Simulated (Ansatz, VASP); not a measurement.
## One calculation of SnTe, two programs

Contents of POSCAR:

```
SnTe
1.0
    0.0000000000      3.3194546985      3.3194546985
    3.3194546985      0.0000000000      3.3194546985
    3.3194546985      3.3194546985      0.0000000000
Sn Te
1 1
Direct
    0.0000000000      0.0000000000      0.0000000000
    0.5000000000      0.5000000000      0.5000000000
```

The input INCAR.step1:

```
PREC     = Accurate       # precision mode
ENCUT    = 520            # plane-wave cutoff, eV
ISMEAR   = 0              # smearing method
SIGMA    = 0.01           # smearing width, eV
LREAL    = F              # projectors in reciprocal space
LASPH    = T              # aspherical terms in the spheres
NELM     = 80             # most SCF steps
NBANDS   = 17             # bands
GGA      = PE             # functional
ALGO     = Normal         # electronic algorithm
EDIFF    = 1E-4           # SCF threshold, eV
LWAVE    = T              # write WAVECAR
LCHARG   = F              # write CHGCAR
```

File INCAR.step2:

```
PREC     = Accurate       # precision mode
ENCUT    = 520            # plane-wave cutoff, eV
EDIFF    = 1E-6           # SCF threshold, eV
ISMEAR   = 0              # smearing method
SIGMA    = 0.01           # smearing width, eV
LREAL    = F              # projectors in reciprocal space
LASPH    = T              # aspherical terms in the spheres
NELM     = 80             # most SCF steps
ALGO     = Normal         # electronic algorithm
ISIF     = 2              # what is computed and relaxed
LWAVE    = F              # write WAVECAR
LCHARG   = T              # write CHGCAR
METAGGA  = R2SCAN         # meta-GGA
LMIXTAU  = T            
LELF     = T              # ELF
LVHAR    = T            
NBANDS   = 17             # bands
ISTART   = 1
```

The input KPOINTS:

```
regular mesh
0
Gamma
  8 8 8
```

Input for Ansatz:

```yaml
crystal:
  lattice:
    - [0.0, 3.3194546985, 3.3194546985]
    - [3.3194546985, 0.0, 3.3194546985]
    - [3.3194546985, 3.3194546985, 0.0]
  atoms:
    - { symbol: Sn, position: [0.0, 0.0, 0.0] }
    - { symbol: Te, position: [0.5, 0.5, 0.5] }
kpoints:
  mp_grid: { grid: [8, 8, 8] }
  band_path:
    path:
      - [0.0, 0.0, 0.0]
      - [0.5, 0.0, 0.5]
      - [0.625, 0.25, 0.625]
      - [0.375, 0.375, 0.75]
      - [0.5, 0.5, 0.5]
      - [0.5, 0.25, 0.75]
    npoints: 1
hamiltonian:
  xc: r2scan
scf:
  occupations: { method: fixed }
  n_extra_bands: 4
output:
  forces: true
  stress: true
  eigenvalues: true
```

Change from the starting cell: hydrostatic strain +4.1%.

Alike in both runs: task single point; functional r2SCAN; k mesh 8 × 8 × 8; no spin polarisation.

```csv
,VASP,Ansatz
version,VASP 6.6.1,Ansatz 0.2.0
potentials or method,"VASP PAW PBE potentials, release 64 (Sn_d, Te)","plane waves, PAW"
plane-wave cutoff (eV),520,500
occupations,"gaussian, width 0.01 eV",fixed
valence electrons in the cell,20,30
```

```tsv
	VASP	Ansatz	Ansatz less VASP
gap on the k mesh at the Fermi level (eV)	0.46	0.46	+0.002
pressure (GPa)	-4.2	-4.1	+0.01
```

VASP's potentials were made for PBE, not for r2SCAN. VASP's potentials hold 20 valence electrons a cell and Ansatz's 30, so a difference there can come from the potentials and not from the codes.

Neither program's run includes spin-orbit coupling.
